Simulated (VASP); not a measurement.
CaO: single point with PBE

The system is CaO.

```
Ca O
1.0
     0.00000    2.39755    2.49609
     2.39755    0.00000    2.49609
     2.39755    2.39755    0.00000
Ca O
1 1
Cartesian
  0.0000 0.0000 0.0000
  2.3976 2.3976 2.4961
```

This cell differs from its parent crystal: uniaxial z strain +4.1%.

| Property | Result |
| --- | --- |
| Program | VASP 6.6.1 |
| Task | single point |
| Functional | PBE |
| Potentials or basis | VASP PAW PBE potentials, release 64 (Ca_sv, O) |
| Cutoff | 520 eV |
| k mesh | 10 × 10 × 10 |
| Occupations | fermi-dirac, width 0.02 eV |
| Spin | no spin polarisation |

| Property | Result |
| --- | --- |
| Pressure | -1.0 GPa |
| Band gap on the k mesh | 3.58 eV, indirect (least direct gap 3.99 eV) |

Stress tensor (GPa, compression positive):
```
 0.74  0.00  0.00
 0.00  0.74  0.00
 0.00  0.00 -4.35
```

Levels at points of the mesh, in eV from the valence-band top:
| k point | band 6 | band 7 | band 8 | band 9 | band 10 | band 11 |
| --- | --- | --- | --- | --- | --- | --- |
| (0.00, 0.00, 0.00) | -0.08 | 0.00 | 0.00 | 4.37 | 5.95 | 6.21 |
| (0.50, 0.00, 0.00) | -2.59 | -1.17 | -1.17 | 6.87 | 8.15 | 8.18 |
| (0.50, 0.50, 0.00) | -1.47 | -0.34 | -0.34 | 3.70 | 7.76 | 8.70 |
| (0.50, 0.00, 0.50) | -1.27 | -0.47 | -0.41 | 3.58 | 7.76 | 8.72 |

Wall time 43 s on 1 thread of AMD EPYC 7R13 Processor (Zen 3), on a shared host, peak memory 0.16 GiB.

Caveat: the cell differs from its parent crystal (uniaxial z strain +4.1%). A k mesh can miss the band edges.
